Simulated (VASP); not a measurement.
**Re: single point with LDA**

Crystal: Re.

```
Re
1.0
     2.73919    0.00000    0.00000
    -1.36959    2.37221    0.00000
     0.00000    0.00000    4.41187
Re
2
Direct
  0.33333 0.66667 0.25000
  0.66667 0.33333 0.75000
```

```
Program                : VASP 6.6.1
Task                   : single point
Functional             : LDA
Potentials or basis    : VASP PAW LDA potentials, release 64 (Re)
Cutoff                 : 600 eV
k mesh                 : 13 × 13 × 7
Occupations            : methfessel-paxton, width 1 eV
Spin                   : no spin polarisation
Dipole correction      : no
Further INCAR settings : ALGO = Normal; EDIFF = 1e-06; NBANDS = 14
```

```json
{"Pressure": "1.4 GPa", "Band gap on the k mesh": "zero (band 7 reaches 9.55 eV, above the bottom of band 8 at 6.50 eV)"}
```

Stress tensor (GPa, compression positive):
```
1.86 0.00 0.00
0.00 1.86 0.00
0.00 0.00 0.60
```

Levels at points of the mesh, in eV from the Fermi level:
```csv
k point,band 4,band 5,band 6,band 7,band 8,band 9,band 10,band 11
"(0.00, 0.00, 0.00)",-1.70,-1.65,-0.82,-0.82,0.13,0.13,0.82,3.45
```

Run time: 16 s on 1 thread of Intel(R) Xeon(R) 6975P-C (Granite Rapids), on a shared host, peak memory 0.16 GiB.

Caveat: spin-orbit coupling is left out, which moves the levels of the heavy elements.
